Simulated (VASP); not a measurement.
Wanted: the native input for a VASP 6.6.1 run.

```
Task                   : single point
Functional             : r2SCAN
Potentials or basis    : VASP PAW PBE potentials, release 64 (Ti_sv, O)
Cutoff                 : 520 eV
k mesh                 : 10 × 10 × 10
Occupations            : gaussian, width 0.01 eV
Spin                   : no spin polarisation
Dipole correction      : no
Further INCAR settings : ALGO = Normal; EDIFF = 1e-06; NBANDS = 33
```

TiO2:

```
Ti O
1.0
    -1.92668    1.92668    4.66568
     1.92668   -1.92668    4.66568
     1.92668    1.92668   -4.66568
Ti O
2 4
Direct
  0.75000 0.25000 0.50000
  0.00000 0.00000 0.00000
  0.53946 0.03946 0.50000
  0.78946 0.78946 0.00000
  0.21054 0.21054 0.00000
  0.96054 0.46054 0.50000
```

This cell differs from its parent crystal: epitaxial xy strain +2.0%.

One way to write it, as run:

POSCAR

```
TiO2
1.0
   -1.9266767868      1.9266767868      4.6656849664
    1.9266767868     -1.9266767868      4.6656849664
    1.9266767868      1.9266767868     -4.6656849664
Ti O
2 4
Direct
    0.7500000000      0.2500000000      0.5000000000
    0.0000000000      0.0000000000      0.0000000000
    0.5394589618      0.0394589618      0.5000000000
    0.7894589618      0.7894589618      0.0000000000
    0.2105410382      0.2105410382      0.0000000000
    0.9605410382      0.4605410382      0.5000000000
```

INCAR.step1

```
  PREC = Accurate
  ENCUT = 520
  ISMEAR = 0
  SIGMA = 0.01
  LREAL = F
  LASPH = T
  NELM = 60
  NBANDS = 33
  GGA = PE
  ALGO = Normal
  EDIFF = 1E-4
  LWAVE = T
  LCHARG = F
```

INCAR.step2

```
  PREC = Accurate
  ENCUT = 520
  EDIFF = 1E-6
  ISMEAR = 0
  SIGMA = 0.01
  LREAL = F
  LASPH = T
  NELM = 60
  ALGO = Normal
  ISIF = 2
  LWAVE = F
  LCHARG = F
  METAGGA = R2SCAN
  LMIXTAU = T
  NBANDS = 33
  ISTART = 1
```

KPOINTS

```
regular mesh
0
Gamma
  10 10 10
```

Potentials or basis: VASP PAW PBE potentials, release 64 (Ti_sv, O).

Run with:

```console
$ cat potpaw_PBE.64/Ti_sv/POTCAR potpaw_PBE.64/O/POTCAR > POTCAR
$ cp INCAR.step1 INCAR
$ mpirun -np 1 vasp_std > vasp.out
$ cp INCAR.step2 INCAR
$ mpirun -np 1 vasp_std > vasp.out
```

It gave:

```json
{
 "Pressure": "-2.9 GPa",
 "Largest force": "0.042 eV/Å",
 "Band gap on the k mesh": "2.40 eV, indirect (least direct gap 2.79 eV)"
}
```

Caveat: the cell differs from its parent crystal (epitaxial xy strain +2.0%); the PAW data sets were made with another functional, which shifts forces and pressure a little.

It took 9.6 min on 1 thread of Intel(R) Xeon(R) 6975P-C (Granite Rapids) (shared host), peak memory 0.37 GiB.
